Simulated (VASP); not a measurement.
A run of VASP 6.6.1 is set up as follows.

INCAR

```
SYSTEM = Cu
PREC     = Accurate       ! precision mode
ENCUT    = 600            ! plane-wave cutoff, eV
EDIFF    = 1E-6           ! SCF threshold, eV
ISMEAR   = 0              ! smearing method
SIGMA    = 0.1            ! smearing width, eV
LREAL    = .False.        ! projectors in reciprocal space
LASPH    = .True.         ! aspherical terms in the spheres
NELM     = 120            ! most SCF steps
ALGO     = Normal         ! electronic algorithm
ISIF     = 2              ! what is computed and relaxed
LWAVE    = .False.        ! write WAVECAR
LCHARG   = .True.         ! write CHGCAR
GGA      = PE             ! functional
LELF     = .True.         ! ELF
LVHAR    = .True.       
NBANDS   = 12             ! bands
GGA_COMPAT= .False.
```

File KPOINTS:

```
Automatic mesh
0
Gamma
  20 20 20
  0 0 0
```

The input POSCAR:

```
Cu
1.0
    0.0000000000      1.8149010699      1.8149010699
    1.8149010699      0.0000000000      1.8149010699
    1.8149010699      1.8149010699      0.0000000000
Cu
1
Direct
    0.0000000000      0.0000000000      0.0000000000
```

Potentials or basis: VASP PAW PBE potentials, release 64 (Cu).

Run with:

```sh
$ cat potpaw_PBE.64/Cu/POTCAR > POTCAR
$ mpirun -np 1 vasp_std > vasp.out
```

Predict the pressure.

0.6 GPa.

What does it give for the band gap on the k mesh?

Zero (an odd number of electrons rules out a gap without spin polarisation).
